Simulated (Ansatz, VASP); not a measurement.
## Two plane-wave programs on GaN

INCAR

```
SYSTEM = GaN
ALGO = Normal
EDIFF = 1E-6
ENCUT = 600
GGA = PE
GGA_COMPAT = .False.
ISIF = 2
ISMEAR = 0
LASPH = .True.
LCHARG = .False.
LREAL = .False.
LWAVE = .False.
NBANDS = 16
NELM = 120
PREC = Accurate
SIGMA = 0.01
```

File KPOINTS:

```
k-points
0
Gamma
  5 5 5
  0 0 0
```

Contents of POSCAR:

```
GaN
1.0
    0.0000000000      2.2535000000      2.2535000000
    2.2535000000      0.0000000000      2.2535000000
    2.2535000000      2.2535000000      0.0000000000
Ga N
1 1
Direct
   -0.0000372329      0.0002152697      0.0003597801
    0.7501853351      0.7489284467      0.7482091134
```

Input for Ansatz:

```yaml
crystal:
  lattice:
    - [0.0, 2.2535, 2.2535]
    - [2.2535, 0.0, 2.2535]
    - [2.2535, 2.2535, 0.0]
  atoms:
    - { symbol: Ga, position: [-3.7232898109124354e-05, 0.0002152696584475167, 0.00035978010769214034] }
    - { symbol: "N", position: [0.7501853351434898, 0.7489284467483447, 0.7482091134112502] }
basis:
  ecutwfc: 557.833418042754
kpoints:
  mp_grid:
    grid: [5, 5, 5]
hamiltonian:
  xc: pbe
  pseudopotentials:
    kind: paw
scf:
  occupations:
    method: fixed
output:
  forces: true
```

Alike in both runs: task single point; functional PBE; k mesh 5 × 5 × 5; no spin polarisation.

```csv
,VASP,Ansatz
version,VASP 6.6.1,Ansatz 0.2.0
potentials or method,"VASP PAW PBE potentials, release 64 (Ga_d, N), cutoff 600 eV","plane waves, PAW"
occupations,"gaussian, width 0.01 eV",fixed
valence electrons in the cell,18,18
```

|  | VASP | Ansatz | Ansatz less VASP |
| --- | --- | --- | --- |
| rms of the force components (eV/Å) | 0.064 | 0.065 | +0.0010 |

Atom by atom the forces differ by 0.001 eV/Å (rms over components).

The k mesh is coarse, so the values compare programs but aren't converged.
